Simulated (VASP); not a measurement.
# NaCl (Pm-3m) in VASP: notebook

The runs below take NaCl through single point, with PBE+U, PBEsol+U, PBE.

Program: VASP 6.6.1. These are calculated values, not measurements. Logs are shortened: lines on timing, memory, paths and dates and some standing lists are left out, and cuts for length are marked.

## Step 1: The cell of the first run

Symmetry: Pm-3m, No. 221, cubic system. The conventional cell has a = 3.502 Å, b = 3.502 Å, c = 3.502 Å, α = 90.00°, β = 90.00°, γ = 90.00°. Within 4.0 Å of Na (site symmetry m-3m) lie 8 Cl at 3.03 Å and 6 Na at 3.50 Å. Cl (site symmetry m-3m) has 8 Na at 3.03 Å and 6 Cl at 3.50 Å within 4.0 Å.

## Step 2: Single point, PBE+U

INCAR

```
PREC = Accurate
ENCUT = 500
EDIFF = 1E-6
ISMEAR = -1
SIGMA = 0.025851999786435532
LREAL = F
LASPH = T
NELM = 200
ALGO = Normal
ISIF = 2
LWAVE = F
LCHARG = F
LDAU = T
LDAUTYPE = 2
LDAUL = -1 1
LDAUU = 0 1.4
LDAUJ = 0 0
LDAUPRINT = 1
GGA = PE
NBANDS = 14
GGA_COMPAT = F
```

KPOINTS

```
Automatic mesh
0
Gamma
  4 4 4
```

POSCAR

```
NaCl
1.0
    3.5021900000      0.0000000000      0.0000000000
    0.0000000000      3.5021900000      0.0000000000
    0.0000000000      0.0000000000      3.5021900000
Na Cl
1 1
Direct
    0.0000000000      0.0000000000      0.0000000000
    0.5000000000      0.5000000000      0.5000000000
```

Potentials or basis: VASP PAW PBE potentials, release 64 (Na_pv, Cl).

Started as:

```console
$ cat potpaw_PBE.64/Na_pv/POTCAR potpaw_PBE.64/Cl/POTCAR > POTCAR
$ mpirun -np 1 vasp_std > vasp.out
```

OUTCAR:

```text
PREC = Accurate
   ENCUT = 500
   EDIFF = 1E-6
   ISMEAR = -1
   LREAL = F
   LASPH = T
   NELM = 200
   ISIF = 2
   GGA = PE

 ion  position               nearest neighbor table
   1  0.000  0.000  0.000-
   2  0.500  0.500  0.500-

  LATTYP: Found a simple cubic cell.
 ALAT       =     3.5021900000

  Lattice vectors:

 A1 = (   3.5021900000,   0.0000000000,   0.0000000000)
 A2 = (   0.0000000000,   3.5021900000,   0.0000000000)
 A3 = (   0.0000000000,   0.0000000000,   3.5021900000)

Analysis of symmetry for initial positions (statically):
=====================================================================
 Subroutine PRICEL returns:
 Original cell was already a primitive cell.

 Routine SETGRP: Setting up the symmetry group for a
 simple cubic supercell.

 Subroutine GETGRP returns: Found 48 space group operations
 (whereof 48 operations were pure point group operations)
 out of a pool of 48 trial point group operations.

The static configuration has the point symmetry O_h .

Analysis of symmetry for dynamics (positions and initial velocities):
=====================================================================
 Subroutine PRICEL returns:
 Original cell was already a primitive cell.

 Routine SETGRP: Setting up the symmetry group for a
 simple cubic supercell.

 Subroutine GETGRP returns: Found 48 space group operations
 (whereof 48 operations were pure point group operations)
 out of a pool of 48 trial point group operations.

The dynamic configuration has the point symmetry O_h .

 Subroutine INISYM returns: Found 48 space group operations
 (whereof 48 operations are pure point group operations),
 and found     1 'primitive' translations

----------------------------------------------------------------------------------------

                                     Primitive cell

  volume of cell :      42.9555

  direct lattice vectors                    reciprocal lattice vectors
     3.502190000  0.000000000  0.000000000     0.285535622  0.000000000  0.000000000
     0.000000000  3.502190000  0.000000000     0.000000000  0.285535622  0.000000000
     0.000000000  0.000000000  3.502190000     0.000000000  0.000000000  0.285535622

  length of vectors
     3.502190000  3.502190000  3.502190000     0.285535622  0.285535622  0.285535622

  position of ions in fractional coordinates (direct lattice)
     0.000000000  0.000000000  0.000000000
     0.500000000  0.500000000  0.500000000

  ion indices of the primitive-cell ions
   primitive index   ion index
                 1           1
                 2           2

----------------------------------------------------------------------------------------

 KPOINTS: Automatic mesh

Automatic generation of k-mesh.
 Grid dimensions read from file:
 generate k-points for:    4    4    4

 Generating k-lattice:

  Cartesian coordinates                     Fractional coordinates (reciprocal lattice)
     0.071383905  0.000000000  0.000000000     0.250000000  0.000000000  0.000000000
     0.000000000  0.071383905  0.000000000     0.000000000  0.250000000  0.000000000
     0.000000000  0.000000000  0.071383905     0.000000000  0.000000000  0.250000000

  Length of vectors
     0.071383905  0.071383905  0.071383905

  Shift w.r.t. Gamma in fractional coordinates (k-lattice)
     0.000000000  0.000000000  0.000000000

 Subroutine IBZKPT returns following result:
 ===========================================

 Found     10 irreducible k-points:

 Following reciprocal coordinates:
            Coordinates               Weight
  0.000000  0.000000  0.000000      1.000000
  0.250000  0.000000  0.000000      6.000000
  0.500000  0.000000  0.000000      3.000000
  0.250000  0.250000  0.000000     12.000000
  0.500000  0.250000  0.000000     12.000000
  0.500000  0.500000  0.000000      3.000000
  0.250000  0.250000  0.250000      8.000000
  0.500000  0.250000  0.250000     12.000000
  0.500000  0.500000  0.250000      6.000000
  0.500000  0.500000  0.500000      1.000000
   k-points           NKPTS =     10   k-points in BZ     NKDIM =     10   number of bands    NBANDS=     14
   number of dos      NEDOS =    301   number of ions     NIONS =      2
   total plane-waves  NPLWV =  21952
   dimension x,y,z NGX =    28 NGY =   28 NGZ =   28
   dimension x,y,z NGXF=    56 NGYF=   56 NGZF=   56
   ions per type =               1   1
   NGX,Y,Z   is equivalent  to a cutoff of  13.29, 13.29, 13.29 a.u.
   NGXF,Y,Z  is equivalent  to a cutoff of  26.58, 26.58, 26.58 a.u.
 SYSTEM =  unknown system
   PREC   = accura    normal or accurate (medium, high low for compatibility)
   ISTART =      0    job   : 0-new  1-cont  2-samecut
   ICHARG =      2    charge: 1-file 2-atom 10-const
   ISPIN  =      1    spin polarized calculation?
   LNONCOLLINEAR =      F non collinear calculations
   LSORBIT =      F    spin-orbit coupling
   LASPH  =      T    aspherical Exc in radial PAW
   ENCUT  =  500.0 eV  36.75 Ry    6.06 a.u.   6.39  6.39  6.39*2*pi/ulx,y,z
   NELM   =    200;   NELMIN=  2; NELMDL= -5     # of ELM steps
   EDIFF  = 0.1E-05   stopping-criterion for ELM
   LREAL  =      F    real-space projection
   EDIFFG = 0.1E-04   stopping-criterion for IOM
   NSW    =      0    number of steps for IOM
   IBRION =     -1    ionic relax: 0-MD 1-quasi-New 2-CG
   NFREE  =      0    steps in history (QN), initial steepest desc. (CG)
   ISIF   =      2    stress and relaxation
   ISYM   =      2    0-nonsym 1-usesym 2-fastsym
   POTIM  = 0.5000    time-step for ionic-motion
   TEBEG  =    0.0;   TEEND  =   0.0 temperature during run
   PSTRESS=    0.0 pullay stress
   NELECT =      14.0000    total number of electrons
   NUPDOWN=      -1.0000    fix difference up-down
   EMIN   =  10.00;   EMAX   =-10.00  energy-range for DOS
   EFERMI =   0.00;   METHOD = LEGACY
   ISMEAR =    -1;   SIGMA  =   0.03  broadening in eV -4-tet -1-fermi 0-gaus
   EFERMI_NEDOS =   21; number of points for ismear=-14 and -15
   IALGO  =     38    algorithm
   IMIX   =      4    mixing-type and parameters
     AMIX     =   0.40;   BMIX     =  1.00
     AMIX_MAG =   1.60;   BMIX_MAG =  1.00
  volume/ion in A,a.u.               =      21.48       144.94
  Fermi-wavevector in a.u.,A,eV,Ry     =   1.126621  2.129005 17.269530  1.269275
  Thomas-Fermi vector in A             =   2.263304
   LORBIT       =      0    0 simple, 1 ext, 2 COOP (PROOUT), +10 PAW based schemes
 LDA+U is selected, type is set to LDAUTYPE =  2
   angular momentum for each species LDAUL =    -1    1
   U (eV)           for each species LDAUU =   0.0  1.4
   J (eV)           for each species LDAUJ =   0.0  0.0
   GGA     = PE    functional components
   LHFCALC =     F    Hartree Fock is set to
   AEXX    =    0.0000 exact exchange contribution
   IVDW    =     0    specifies the selected vdW correction
   LEPSILON=     F    determine dielectric tensor
   LRPA    =     F    only Hartree local field effects (RPA)
 non-spin polarized calculation
  energy-cutoff  :      500.00
  volume of cell :       42.96
 maximum number of plane-waves:      1108
 NGX is ok and might be reduce to    28
   NGX = 13   NGY = 13   NGZ = 13

 number of electron      13.9999982 magnetization

 Free energy of the ion-electron system (eV)
  ---------------------------------------------------
  ext. energy  EPLUGINS =         0.00000000
  ---------------------------------------------------
  free energy    TOTEN  =        -5.45675807 eV

  energy without entropy =       -5.45675807  energy(sigma->0) =       -5.45675807

 E-fermi :   0.9824     XC(G=0):  -8.4202

 val. band max:        0.3730444550   @ k =   0.5000   0.5000   0.0000
 cond. band min:       4.4159610502   @ k =   0.0000   0.0000   0.0000
 fundamental gap:      4.0429165951
 Fermi energy:         0.9824324742

 k-point     1 :       0.0000    0.0000    0.0000
  band No.  band energies     occupation
      1     -21.6760      2.00000
      2     -21.6760      2.00000
      3     -21.6760      2.00000
      4     -12.8902      2.00000
      5      -0.1134      2.00000
      6      -0.1134      2.00000
      7      -0.1134      2.00000
      8       4.4160      0.00000
      9       9.0228      0.00000
     10       9.0228      0.00000
     11      16.1029      0.00000
     12      16.1030      0.00000
     13      16.1038      0.00000
     14      16.3672      0.00000

 k-point     2 :       0.2500    0.0000    0.0000
  band No.  band energies     occupation
      1     -21.6963      2.00000
      2     -21.6742      2.00000
      3     -21.6742      2.00000
      4     -12.7177      2.00000
      5      -1.5222      2.00000
      6      -0.0004      2.00000
      7      -0.0004      2.00000
      8       5.7636      0.00000
      9       9.6940      0.00000
     10       9.8056      0.00000
     11      13.4718      0.00000
     12      13.4718      0.00000
     13      15.5315      0.00000
     14      16.1118      0.00000

 k-point     3 :       0.5000    0.0000    0.0000
  band No.  band energies     occupation
      1     -21.7164      2.00000
      2     -21.6724      2.00000
      3     -21.6724      2.00000
      4     -12.5312      2.00000
      5      -2.5462      2.00000
      6       0.1190      2.00000
      7       0.1190      2.00000
      8       7.3625      0.00000
      9       8.9648      0.00000
     10      10.9643      0.00000
     11      12.2844      0.00000
     12      12.2844      0.00000
     13      13.4159      0.00000
     14      17.3995      0.00000
[... 86 lines left out ...]
 k-point     9 :       0.5000    0.5000    0.2500
  band No.  band energies     occupation
      1     -21.7051      2.00000
      2     -21.7051      2.00000
      3     -21.6858      2.00000
      4     -12.1311      2.00000
      5      -1.6757      2.00000
      6      -1.6757      2.00000
      7      -0.6338      2.00000
      8       6.6113      0.00000
      9       8.8903      0.00000
     10       8.8903      0.00000
     11      12.7757      0.00000
     12      14.2888      0.00000
     13      15.3530      0.00000
     14      15.3530      0.00000

 k-point    10 :       0.5000    0.5000    0.5000
  band No.  band energies     occupation
      1     -21.7024      2.00000
      2     -21.7024      2.00000
      3     -21.7024      2.00000
      4     -11.9902      2.00000
      5      -1.4587      2.00000
      6      -1.4587      2.00000
      7      -1.4587      2.00000
      8       7.5564      0.00000
      9       7.5564      0.00000
     10       7.5564      0.00000
     11      12.0657      0.00000
     12      16.2925      0.00000
     13      16.2925      0.00000
     14      16.2925      0.00000

------------------------ aborting loop because EDIFF is reached ----------------------------------------

  FORCE on cell =-STRESS in cart. coord.  units (eV):
  Direction    XX          YY          ZZ          XY          YZ          ZX
  --------------------------------------------------------------------------------------
  -------------------------------------------------------------------------------------
  Total        0.0037997      0.0037997      0.0037997      0.0000000      0.0000000      0.0000000
  in kB        0.1417230      0.1417230      0.1417230      0.0000000      0.0000000      0.0000000
  external PRESSURE =       0.1417230 kB  Pullay stress =       0.0000000 kB

 VOLUME and BASIS-vectors are now :
 -----------------------------------------------------------------------------
  energy-cutoff  :      500.00
  volume of cell :       42.96
      direct lattice vectors                 reciprocal lattice vectors
     3.502190000  0.000000000  0.000000000     0.285535622  0.000000000  0.000000000
     0.000000000  3.502190000  0.000000000     0.000000000  0.285535622  0.000000000
     0.000000000  0.000000000  3.502190000     0.000000000  0.000000000  0.285535622

 POSITION                                       TOTAL-FORCE (eV/Angst)
 -----------------------------------------------------------------------------------
      0.00000      0.00000      0.00000         0.000000      0.000000      0.000000
      1.75110      1.75110      1.75110         0.000000      0.000000      0.000000
 -----------------------------------------------------------------------------------
    total drift:                                0.000000      0.000000      0.000000

  FREE ENERGIE OF THE ION-ELECTRON SYSTEM (eV)
  ---------------------------------------------------
  free  energy   TOTEN  =        -5.4567580665 eV

  energy  without entropy=       -5.4567580664  energy(sigma->0) =       -5.45675807
```

It took 6.3 s on 1 thread of AMD EPYC 7R43 (Zen 3), shared host; peak memory 0.11 GiB.

Results:

- Free energy: -5.4568 eV
- Pressure: 0.0 GPa
- Band gap on the k mesh: 4.04 eV (least direct gap 4.53 eV)

Levels at points of the mesh, in eV from the valence-band top:
```csv
k point,band 4,band 5,band 6,band 7,band 8,band 9,band 10,band 11
"(0.00, 0.00, 0.00)",-13.26,-0.49,-0.49,-0.49,4.04,8.65,8.65,15.73
"(0.50, 0.00, 0.00)",-12.90,-2.92,-0.25,-0.25,6.99,8.59,10.59,11.91
"(0.50, 0.50, 0.00)",-12.64,-2.24,-2.24,0.00,5.60,9.96,11.06,11.06
"(0.50, 0.50, 0.50)",-12.36,-1.83,-1.83,-1.83,7.18,7.18,7.18,11.69
```

Caveat: the k points lie up to 0.45 Å⁻¹ apart. A k mesh can miss the band edges.

## Step 3: Single point, PBE+U

INCAR

```
SYSTEM = NaCl
  PREC = Accurate
  ENCUT = 500
  EDIFF = 1E-6
  ISMEAR = 0
  SIGMA = 0.1
  LREAL = .False.
  LASPH = .True.
  NELM = 200
  ALGO = Normal
  ISIF = 2
  LWAVE = .False.
  LCHARG = .True.
  LDAU = .True.
  LDAUTYPE = 2
  LDAUL = -1 1
  LDAUU = 0 3
  LDAUJ = 0 0
  LDAUPRINT = 1
  GGA = PE
  LELF = .True.
  LVHAR = .True.
  NBANDS = 14
  GGA_COMPAT = .False.
```

KPOINTS

```
regular mesh
0
Gamma
  4 4 4
  0 0 0
```

POSCAR is that of step 2.

Potentials or basis: VASP PAW PBE potentials, release 64 (Na_pv, Cl).

Started as:

```console
$ cat potpaw_PBE.64/Na_pv/POTCAR potpaw_PBE.64/Cl/POTCAR > POTCAR
$ mpirun -np 1 vasp_std > vasp.out
```

Wall time 6.8 s (1 thread of AMD EPYC 7R43 (Zen 3), shared host); peak memory 0.11 GiB.

The run converged. Its results:

* Free energy: -4.3146 eV
* Pressure: -0.1 GPa
* Band gap on the k mesh: 4.13 eV (least direct gap 4.61 eV)

Levels at points of the mesh, in eV from the valence-band top:
```
           k point  band 4  band 5  band 6  band 7  band 8  band 9  band 10  band 11
(0.00, 0.00, 0.00)  -13.12   -0.48   -0.48   -0.48    4.13    8.74     8.74    15.79
(0.50, 0.00, 0.00)  -12.76   -2.89   -0.25   -0.25    7.08    8.63    10.69    12.00
(0.50, 0.50, 0.00)  -12.49   -2.22   -2.22    0.00    5.68   10.06    11.12    11.12
(0.50, 0.50, 0.50)  -12.22   -1.81   -1.81   -1.81    7.27    7.27     7.27    11.76
```

Caveat: the k points lie up to 0.45 Å⁻¹ apart.

## Step 4: Single point, PBEsol+U

INCAR

```
SYSTEM = NaCl
PREC = Accurate
ENCUT = 500
EDIFF = 1E-6
ISMEAR = -5
SIGMA = 0.1
LREAL = .False.
LASPH = .True.
NELM = 200
ALGO = Normal
ISIF = 2
LWAVE = .False.
LCHARG = .False.
LDAU = .True.
LDAUTYPE = 2
LDAUL = -1 1
LDAUU = 0 1.1
LDAUJ = 0 0
LDAUPRINT = 1
GGA = PS
NBANDS = 14
GGA_COMPAT = .False.
```

KPOINTS

```
Automatic mesh
0
Gamma
  4 4 4
  0 0 0
```

POSCAR is that of step 3.

Started as:

```console
$ cat potpaw_PBE.64/Na_pv/POTCAR potpaw_PBE.64/Cl/POTCAR > POTCAR
$ mpirun -np 1 vasp_std > vasp.out
```

Run time: 6.2 s. Hardware: 1 thread of AMD EPYC 7R43 (Zen 3), shared host; peak memory 0.11 GiB.

The run converged. Its results:

* Free energy: -5.9210 eV
* Pressure: -1.2 GPa
* Band gap on the k mesh: 3.88 eV (least direct gap 4.38 eV)

Levels at points of the mesh, in eV from the valence-band top:
| k point | band 5 | band 6 | band 7 | band 8 | band 9 | band 10 |
| --- | --- | --- | --- | --- | --- | --- |
| (0.00, 0.00, 0.00) | -0.50 | -0.50 | -0.50 | 3.88 | 8.46 | 8.46 |
| (0.50, 0.00, 0.00) | -2.99 | -0.26 | -0.26 | 6.79 | 8.51 | 10.43 |
| (0.50, 0.50, 0.00) | -2.30 | -2.30 | 0.00 | 5.46 | 9.78 | 10.89 |
| (0.50, 0.50, 0.50) | -1.87 | -1.87 | -1.87 | 7.01 | 7.01 | 7.01 |

Caveat: the k points lie up to 0.45 Å⁻¹ apart; the PAW data sets were made with another functional, which shifts forces and pressure a little.

(Part 1 of 2 ends here.)
